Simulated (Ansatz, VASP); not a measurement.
# Ga2BAs3: VASP beside Ansatz

```
Ga B As
1.0
    -1.90014    1.90014    8.06162
     1.90014   -1.90014    8.06162
     1.90014    1.90014   -8.06162
Ga B As
2 1 3
Cartesian
  0.0000 0.0000 13.4360
  0.0000 0.0000 2.6872
  0.0000 0.0000 8.0616
  0.0000 1.9001 1.3436
  1.9001 0.0000 4.0308
  0.0000 1.9001 6.7180
```

Alike in both runs: task single point; functional PBE; k mesh 6 × 6 × 6; occupations gaussian, width 0.1 eV; no spin polarisation.

|  | VASP | Ansatz |
| --- | --- | --- |
| version | VASP 6.6.1 | Ansatz 0.2.0 |
| potentials or method | VASP PAW PBE potentials, release 64 (Ga_d, B, As), cutoff 520 eV | scalar-relativistic, plane waves, PAW |
| valence electrons in the cell | 44 | 74 |

|  | VASP | Ansatz | Ansatz less VASP |
| --- | --- | --- | --- |
| gap on the k mesh at the Fermi level (eV) | 0.91 | 0.90 | -0.004 |
| least direct gap on the mesh (eV) | 0.91 | 0.90 | -0.004 |
| pressure (GPa) | 6.1 | 5.9 | -0.22 |
| traceless stress, the component that is largest in VASP (GPa) | -0.51 | -0.51 | +0.006 |
| rms of the force components (eV/Å) | 1.072 | 1.068 | -0.0044 |

Atom by atom the forces differ by 0.005 eV/Å (rms over components). VASP's potentials hold 44 valence electrons a cell and Ansatz's 74, so a difference there can come from the potentials and not from the codes.
